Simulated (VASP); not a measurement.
# CaO: single point with HSE06

The system is CaO.

```
Ca O
1.0
     0.00000    2.47640    2.78954
     2.47640    0.00000    2.78954
     2.47640    2.47640    0.00000
Ca O
1 1
Direct
  0.00000 0.00000 0.00000
  0.25000 0.25000 0.25000
```

This cell differs from its parent crystal: epitaxial xy strain -5.0%.

- Program: VASP 6.6.1
- Task: single point
- Functional: HSE06
- Potentials or basis: VASP PAW PBE potentials, release 64 (Ca_sv, O)
- Cutoff: 520 eV
- k mesh: 6 × 6 × 6
- Occupations: gaussian, width 0.01 eV
- Spin: no spin polarisation
- Dipole correction: no
- Grid for exact exchange (PRECFOCK): Normal
- Further INCAR settings: ALGO = Normal; EDIFF = 1e-07; NBANDS = 15
- Share of exact exchange: 0.25
- Screening parameter: 0.2079 1/Å

- Pressure: 3.0 GPa
- Band gap on the k mesh: 4.68 eV (least direct gap 5.42 eV)

Stress tensor (GPa, compression positive):
```
4.20 0.00 0.00
0.00 4.20 0.00
0.00 0.00 0.61
```

Levels at points of the mesh, in eV from the valence-band top:
| k point | band 5 | band 6 | band 7 | band 8 | band 9 | band 10 | band 11 | band 12 |
| --- | --- | --- | --- | --- | --- | --- | --- | --- |
| (0.00, 0.00, 0.00) | -16.44 | -0.88 | -0.74 | -0.74 | 4.68 | 9.48 | 10.58 | 10.97 |
| (0.50, 0.00, 0.00) | -15.56 | -1.25 | -0.69 | -0.36 | 7.84 | 9.57 | 9.97 | 9.99 |
| (0.50, 0.50, 0.00) | -15.16 | -1.76 | 0.00 | 0.00 | 6.19 | 8.11 | 11.37 | 11.53 |
| (0.50, 0.00, 0.50) | -15.38 | -1.70 | -0.28 | -0.20 | 6.61 | 8.26 | 11.41 | 11.45 |

Wall time 92 min on 1 thread of AMD EPYC 7R43 64-Core Processor (Zen 3), on a shared host, peak memory 0.25 GiB.

Caveat: the cell differs from its parent crystal (epitaxial xy strain -5.0%); the cell stands under pressure; the PAW data sets were made with another functional, which shifts forces and pressure a little. A k mesh can miss the band edges.
